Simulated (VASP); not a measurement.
# Mg (P6_3/mmc) in VASP: a series of runs, part 2 of 2

VASP 6.6.1. The steps go on from the part before.

## (4) Single point, LDA

The input, INCAR:

```
SYSTEM = Mg
PREC = Accurate
ENCUT = 520
EDIFF = 1E-6
ISMEAR = 1
SIGMA = 0.2
LREAL = .False.
LASPH = .True.
NELM = 80
ALGO = Normal
ISIF = 2
LWAVE = .False.
LCHARG = .False.
NBANDS = 9
```

The input, KPOINTS:

```
Automatic mesh
0
Gamma
  12 12 6
  0 0 0
```

The input, POSCAR:

```
Mg
1.0
    3.1325008903      0.0000000000      0.0000000000
   -1.5662504451      2.7128253484      0.0000000000
    0.0000000000      0.0000000000      5.0848940941
Mg
2
Direct
    0.3333333333      0.6666666667      0.2500000000
    0.6666666667      0.3333333333      0.7500000000
```

Command:

```bash
cat potpaw_LDA.64/Mg/POTCAR > POTCAR
mpirun -np 1 vasp_std > vasp.out
```

Run time: 31 s. Hardware: 1 thread of AMD EPYC 7R13, shared host; peak memory 0.13 GiB.

It converged, with:

```yaml
Free_energy: -3.6240 eV
Pressure: -0.3 GPa
Band_gap_on_the_k_mesh: zero (bands 2 and 3 overlap by 2.29 eV)
```

Stress tensor (GPa, compression positive):
```
-0.10  0.00  0.00
 0.00 -0.10  0.00
 0.00  0.00 -0.75
```

Levels at points of the mesh, in eV from the Fermi level:
```csv
k point,band 1,band 2,band 3,band 4,band 5,band 6,band 7
"(0.00, 0.00, 0.00)",-7.13,-1.69,-1.21,11.31,11.31,11.47,11.47
"(0.50, 0.00, 0.00)",-2.17,-2.14,2.80,3.15,3.47,3.88,7.19
"(0.00, 0.00, 0.50)",-5.68,-5.68,5.26,5.26,12.06,12.06,12.06
"(0.50, 0.00, 0.50)",-1.09,-1.09,-0.39,-0.39,8.31,8.31,8.38
```

## (5) Single point, LDA

The input, INCAR:

```
SYSTEM = Mg
  PREC = Accurate
  ENCUT = 520
  EDIFF = 1E-7
  ISMEAR = 1
  SIGMA = 0.3
  LREAL = .False.
  LASPH = .True.
  NELM = 80
  ALGO = Normal
  ISIF = 2
  LWAVE = .False.
  LCHARG = .False.
  GGA = CA
  NBANDS = 9
```

KPOINTS is that of step 4.

POSCAR is that of step 4.

Command:

```bash
cat potpaw_LDA.64/Mg/POTCAR > POTCAR
mpirun -np 1 vasp_std > vasp.out
```

Run time: 30 s. Hardware: 1 thread of AMD EPYC 7R13, shared host; peak memory 0.13 GiB.

The run converged. Its results:

```
Free energy            : -3.6248 eV
Pressure               : -0.3 GPa
Band gap on the k mesh : zero (bands 2 and 3 overlap by 2.29 eV)
```

Stress tensor (GPa, compression positive):
```
-0.09  0.00  0.00
 0.00 -0.09  0.00
 0.00  0.00 -0.78
```

Levels at points of the mesh, in eV from the Fermi level:
```csv
k point,band 1,band 2,band 3,band 4,band 5,band 6,band 7
"(0.00, 0.00, 0.00)",-7.15,-1.71,-1.23,11.28,11.28,11.45,11.45
"(0.50, 0.00, 0.00)",-2.19,-2.16,2.78,3.12,3.45,3.86,7.16
"(0.00, 0.00, 0.50)",-5.70,-5.70,5.23,5.23,12.04,12.04,12.04
"(0.50, 0.00, 0.50)",-1.11,-1.11,-0.42,-0.42,8.28,8.28,8.36
```

Caveat: so wide a smearing shifts energies and pressures.

## (6) Relaxation of cell and atoms, LDA

This run uses another cell than the first one, of 23.24 Å³/atom.

The input, INCAR:

```
SYSTEM = Mg
PREC = Accurate ; ENCUT = 750
EDIFF = 1E-7 ; ISMEAR = -1
SIGMA = 0.1 ; LREAL = .FALSE.
LASPH = .TRUE. ; NELM = 120
ALGO = Normal ; ISIF = 3
LWAVE = .FALSE. ; LCHARG = .FALSE.
IBRION = 2 ; NSW = 80
EDIFFG = -0.01 ; GGA_COMPAT = .FALSE.
NELMIN = 4
```

The input, KPOINTS:

```
Automatic mesh
0
G
  11 11 6
  0 0 0
```

The input, POSCAR:

```
Mg
1.0
    3.2092715325      0.0000000000      0.0000000000
   -1.6046357662      2.7793106748      0.0000000000
    0.0000000000      0.0000000000      5.2103300000
Mg
2
Direct
    0.3333333333      0.6666666667      0.2500000000
    0.6666666667      0.3333333333      0.7500000000
```

Potentials or basis: VASP PAW LDA potentials, release 64 (Mg_sv).

Command:

```bash
cat potpaw_LDA.64/Mg_sv/POTCAR > POTCAR
mpirun -np 1 vasp_std > vasp.out
```

OUTCAR:

```text
SYSTEM = Mg
   PREC = Accurate
   ENCUT = 750
   EDIFF = 1E-7
   ISMEAR = -1
   LREAL = .FALSE.
   LASPH = .TRUE.
   NELM = 120
   ISIF = 3
   IBRION = 2
   NSW = 80
   EDIFFG = -0.01
   NELMIN = 4

 ion  position               nearest neighbor table
   1  0.333  0.667  0.250-
   2  0.667  0.333  0.750-

  LATTYP: Found a hexagonal cell.
 ALAT       =     3.2092715325
 C/A-ratio  =     1.6235242008

  Lattice vectors:

 A1 = (   3.2092715325,   0.0000000000,   0.0000000000)
 A2 = (  -1.6046357662,   2.7793106748,   0.0000000000)
 A3 = (   0.0000000000,   0.0000000000,   5.2103300000)

Analysis of symmetry for initial positions (statically):
=====================================================================
 Subroutine PRICEL returns:
 Original cell was already a primitive cell.

 Routine SETGRP: Setting up the symmetry group for a
 hexagonal supercell.

 Subroutine GETGRP returns: Found 24 space group operations
 (whereof 12 operations were pure point group operations)
 out of a pool of 24 trial point group operations.

The static configuration has the point symmetry D_3d.
 The point group associated with its full space group is D_6h.

Analysis of symmetry for dynamics (positions and initial velocities):
=====================================================================
 Subroutine PRICEL returns:
 Original cell was already a primitive cell.

 Routine SETGRP: Setting up the symmetry group for a
 hexagonal supercell.

 Subroutine GETGRP returns: Found 24 space group operations
 (whereof 12 operations were pure point group operations)
 out of a pool of 24 trial point group operations.

The dynamic configuration has the point symmetry D_3d.
 The point group associated with its full space group is D_6h.

 Subroutine INISYM returns: Found 24 space group operations
 (whereof 12 operations are pure point group operations),
 and found     1 'primitive' translations

----------------------------------------------------------------------------------------

                                     Primitive cell

  volume of cell :      46.4739

  direct lattice vectors                    reciprocal lattice vectors
     3.209271532  0.000000000  0.000000000     0.311597193  0.179900723  0.000000000
    -1.604635766  2.779310675  0.000000000     0.000000000  0.359801446  0.000000000
     0.000000000  0.000000000  5.210330000     0.000000000  0.000000000  0.191926423

  length of vectors
     3.209271532  3.209271532  5.210330000     0.359801446  0.359801446  0.191926423

  position of ions in fractional coordinates (direct lattice)
     0.333333333  0.666666667  0.250000000
     0.666666667  0.333333333  0.750000000

  ion indices of the primitive-cell ions
   primitive index   ion index
                 1           1
                 2           2

----------------------------------------------------------------------------------------

 KPOINTS: Automatic mesh

Automatic generation of k-mesh.
 Grid dimensions read from file:
 generate k-points for:   11   11    6

 Generating k-lattice:

  Cartesian coordinates                     Fractional coordinates (reciprocal lattice)
[... 53 lines left out ...]
   ICHARG =      2    charge: 1-file 2-atom 10-const
   ISPIN  =      1    spin polarized calculation?
   LNONCOLLINEAR =      F non collinear calculations
   LSORBIT =      F    spin-orbit coupling
   LASPH  =      T    aspherical Exc in radial PAW
   ENCUT  =  750.0 eV  55.12 Ry    7.42 a.u.   7.17  7.17 11.63*2*pi/ulx,y,z
   NELM   =    120;   NELMIN=  4; NELMDL= -5     # of ELM steps
   EDIFF  = 0.1E-06   stopping-criterion for ELM
   LREAL  =      F    real-space projection
   EDIFFG = -.1E-01   stopping-criterion for IOM
   NSW    =     80    number of steps for IOM
   IBRION =      2    ionic relax: 0-MD 1-quasi-New 2-CG
   NFREE  =      1    steps in history (QN), initial steepest desc. (CG)
   ISIF   =      3    stress and relaxation
   ISYM   =      2    0-nonsym 1-usesym 2-fastsym
   POTIM  = 0.5000    time-step for ionic-motion
   TEBEG  =    0.0;   TEEND  =   0.0 temperature during run
   PSTRESS=    0.0 pullay stress
   NELECT =      20.0000    total number of electrons
   NUPDOWN=      -1.0000    fix difference up-down
   EMIN   =  10.00;   EMAX   =-10.00  energy-range for DOS
   EFERMI =   0.00;   METHOD = LEGACY
   ISMEAR =    -1;   SIGMA  =   0.10  broadening in eV -4-tet -1-fermi 0-gaus
   EFERMI_NEDOS =   21; number of points for ismear=-14 and -15
   IALGO  =     38    algorithm
   IMIX   =      4    mixing-type and parameters
     AMIX     =   0.40;   BMIX     =  1.00
     AMIX_MAG =   1.60;   BMIX_MAG =  1.00
  volume/ion in A,a.u.               =      23.24       156.81
  Fermi-wavevector in a.u.,A,eV,Ry     =   1.235991  2.335684 20.785256  1.527673
  Thomas-Fermi vector in A             =   2.370618
   LORBIT       =      0    0 simple, 1 ext, 2 COOP (PROOUT), +10 PAW based schemes
   GGA     = CA    functional components
   LHFCALC =     F    Hartree Fock is set to
   AEXX    =    0.0000 exact exchange contribution
   IVDW    =     0    specifies the selected vdW correction
   LEPSILON=     F    determine dielectric tensor
   LRPA    =     F    only Hartree local field effects (RPA)
 conjugate gradient relaxation of ions
 non-spin polarized calculation
  energy-cutoff  :      750.00
  volume of cell :       46.47
 maximum number of plane-waves:      2190
 NGX is ok and might be reduce to    30
   NGX = 15   NGY = 15   NGZ = 23

--------------------------------------- Ionic step        1  -------------------------------------------

 number of electron      19.9999982 magnetization

 Free energy of the ion-electron system (eV)
  ---------------------------------------------------
  ext. energy  EPLUGINS =         0.00000000
  ---------------------------------------------------
  free energy    TOTEN  =        -3.54441906 eV

  energy without entropy =       -3.52476247  energy(sigma->0) =       -3.53459076

------------------------ aborting loop because EDIFF is reached ----------------------------------------

  FORCE on cell =-STRESS in cart. coord.  units (eV):
  Direction    XX          YY          ZZ          XY          YZ          ZX
  --------------------------------------------------------------------------------------
  -------------------------------------------------------------------------------------
  Total       -0.9113518     -0.9113518     -0.9011447     -0.0000000      0.0000000      0.0000000
  in kB      -31.4186744    -31.4186744    -31.0667858     -0.0000000      0.0000000      0.0000000
  external PRESSURE =     -31.3013782 kB  Pullay stress =       0.0000000 kB
[... 59 lines left out ...]
--------------------------------------- Ionic step        3  -------------------------------------------

 number of electron      20.0000014 magnetization

 Free energy of the ion-electron system (eV)
  ---------------------------------------------------
  ext. energy  EPLUGINS =         0.00000000
  ---------------------------------------------------
  free energy    TOTEN  =        -3.58350424 eV

  energy without entropy =       -3.56622482  energy(sigma->0) =       -3.57486453

 E-fermi :   2.5845     XC(G=0):  -9.2084

 val. band max:        2.4418489436   @ k =   0.3636   0.2727   0.5000
 cond. band min:       2.6704462713   @ k =   0.1818   0.1818   0.0000
 fundamental gap:      0.2285973277
 Fermi energy:         2.5844881737

 k-point     1 :       0.0000    0.0000    0.0000
  band No.  band energies     occupation
      1     -72.5214      2.00000
      2     -72.5170      2.00000
      3     -40.0370      2.00000
      4     -39.9965      2.00000
      5     -39.9965      2.00000
      6     -39.9925      2.00000
      7     -39.9899      2.00000
      8     -39.9899      2.00000
      9      -4.6394      2.00000
     10       0.8233      2.00000
     11       1.3134      1.99999
     12      13.8959      0.00000
     13      13.8959      0.00000
     14      14.0912      0.00000
[... 377 lines left out ...]
      1     -72.5192      2.00000
      2     -72.5162      2.00000
      3     -40.0283      2.00000
      4     -40.0095      2.00000
      5     -40.0077      2.00000
      6     -40.0009      2.00000
      7     -39.9960      2.00000
      8     -39.9941      2.00000
      9      -3.2902      2.00000
     10       0.4718      2.00000
     11       4.1184      0.00000
     12       7.4348      0.00000
     13       9.0651      0.00000
     14      10.9820      0.00000

 [... further k-points ...]

------------------------ aborting loop because EDIFF is reached ----------------------------------------

  FORCE on cell =-STRESS in cart. coord.  units (eV):
  Direction    XX          YY          ZZ          XY          YZ          ZX
  --------------------------------------------------------------------------------------
  -------------------------------------------------------------------------------------
  Total       -0.0011706     -0.0011706     -0.0138590     -0.0000000     -0.0000000      0.0000000
  in kB       -0.0438697     -0.0438697     -0.5193788     -0.0000000     -0.0000000      0.0000000
  external PRESSURE =      -0.2023727 kB  Pullay stress =       0.0000000 kB
[... 17 lines left out ...]
  FREE ENERGIE OF THE ION-ELECTRON SYSTEM (eV)
  ---------------------------------------------------
  free  energy   TOTEN  =        -3.5835042450 eV

  energy  without entropy=       -3.5662248206  energy(sigma->0) =       -3.57486453

 reached required accuracy - stopping structural energy minimisation
```

OSZICAR:

```text
N       E                     dE             d eps       ncg     rms          rms(c)
DAV:   1     0.226267685127E+03    0.22627E+03   -0.16885E+04  2056   0.198E+03
DAV:   2     0.232575176426E+02   -0.20301E+03   -0.20093E+03  1990   0.547E+02
[... 27 lines left out ...]
DAV:   5    -0.358351292857E+01   -0.81007E-03   -0.15981E-03  2284   0.420E-01    0.390E-02
DAV:   6    -0.358350732395E+01    0.56046E-05   -0.17927E-05  1948   0.669E-02    0.177E-02
DAV:   7    -0.358350268038E+01    0.46436E-05   -0.82921E-06  2506   0.476E-02    0.108E-02
DAV:   8    -0.358350439377E+01   -0.17134E-05   -0.29637E-06  2260   0.207E-02    0.601E-03
DAV:   9    -0.358350424314E+01    0.15063E-06   -0.15064E-07  1172   0.768E-03    0.937E-04
DAV:  10    -0.358350424497E+01   -0.18313E-08   -0.48258E-08   992   0.234E-03
   3 F= -.35835042E+01 E0= -.35748645E+01  d E =-.390852E-01
```

CONTCAR:

```text
Mg
   1.00000000000000
     3.1208835861148221   -0.0000000000015901    0.0000000000000000
    -1.5604417930101653    2.7027644678418379    0.0000000000000000
     0.0000000000000000    0.0000000000000000    5.0684372275108327
  Mg
     2
Direct
     0.3333333332999970    0.6666666667000030    0.2500000000000000
     0.6666666667000030    0.3333333332999970    0.7500000000000000

  0.00000000E+00  0.00000000E+00  0.00000000E+00
  0.00000000E+00  0.00000000E+00  0.00000000E+00
```

It took 2.6 min on 1 thread of Intel Xeon Platinum 8375C at 2.90GHz (Ice Lake), shared host; peak memory 0.19 GiB.

Results:

- Free energy: -3.5835 eV
- Relaxed volume: 21.38 Å³/atom
- Relaxed cell: a = 3.121 Å, b = 3.121 Å, c = 5.068 Å, α = 90.00°, β = 90.00°, γ = 120.00°
- Space group after relaxing (to 0.1 Å): P6_3/mmc (No. 194)
- Energy gained by relaxing: 19.5 meV/atom
- Ionic steps: 3
- Pressure after relaxing: 0.0 GPa
- Band gap on the k mesh: zero (bands 10 and 11 overlap by 2.16 eV)

Step by step:
```tsv
step	energy change (eV)	largest force (eV/Å)	pressure (GPa)	volume (Å³)
1	0.0000	0.0000	-3.13	46.47
2	-0.0373	0.0000	-0.75	43.49
3	-0.0391	0.0000	-0.02	42.75
```

Final structure:
```
Mg
1.0
     3.12088    0.00000    0.00000
    -1.56044    2.70276    0.00000
     0.00000    0.00000    5.06844
Mg
2
Direct
  0.33333 0.66667 0.25000
  0.66667 0.33333 0.75000
```

Levels at points of the mesh, in eV from the Fermi level:
| k point | band 6 | band 7 | band 8 | band 9 | band 10 | band 11 | band 12 | band 13 | band 14 |
| --- | --- | --- | --- | --- | --- | --- | --- | --- | --- |
| (0.00, 0.00, 0.00) | -42.58 | -42.57 | -42.57 | -7.22 | -1.76 | -1.27 | 11.31 | 11.31 | 11.51 |
| (0.00, 0.00, 0.50) | -42.58 | -42.58 | -42.58 | -5.77 | -5.77 | 5.22 | 5.22 | 12.06 | 12.06 |

LDA usually gives volumes a few per cent too small. Zero-point motion and thermal expansion aren't in these numbers.

## (7) Summary

```csv
task,potentials or basis,cell,k mesh,cutoff (eV),smearing,mended,gap on the mesh (eV),pressure (GPa)
single point,"VASP PAW LDA potentials, release 64 (Mg)","a = 3.133, b = 3.133, c = 5.085 Å, angles 90.0, 90.0, 120.0°, 2 atoms",12 × 12 × 6,520,methfessel-paxton 0.03 eV,-,none,-0.3
single point,"VASP PAW LDA potentials, release 64 (Mg)","a = 3.133, b = 3.133, c = 5.085 Å, angles 90.0, 90.0, 120.0°, 2 atoms",12 × 12 × 6,520,methfessel-paxton 0.1 eV,-,none,-0.3
single point,"VASP PAW LDA potentials, release 64 (Mg)","a = 3.133, b = 3.133, c = 5.085 Å, angles 90.0, 90.0, 120.0°, 2 atoms",12 × 12 × 6,520,methfessel-paxton 0.2 eV,-,none,-0.3
single point,"VASP PAW LDA potentials, release 64 (Mg)","a = 3.133, b = 3.133, c = 5.085 Å, angles 90.0, 90.0, 120.0°, 2 atoms",12 × 12 × 6,520,methfessel-paxton 0.3 eV,-,none,-0.3
relaxation of cell and atoms,"VASP PAW LDA potentials, release 64 (Mg_sv)","relaxed from a = 3.209, b = 3.209, c = 5.210 Å, angles 90.0, 90.0, 120.0°, 2 atoms",11 × 11 × 6,750,fermi-dirac 0.1 eV,yes,none,0.0
```

Alike in all rows: level LDA; no spin polarisation.

Caveats: so wide a smearing shifts energies and pressures (at least some runs).

Total energies depend on the potentials used, so only differences within one code and one set of settings carry meaning.
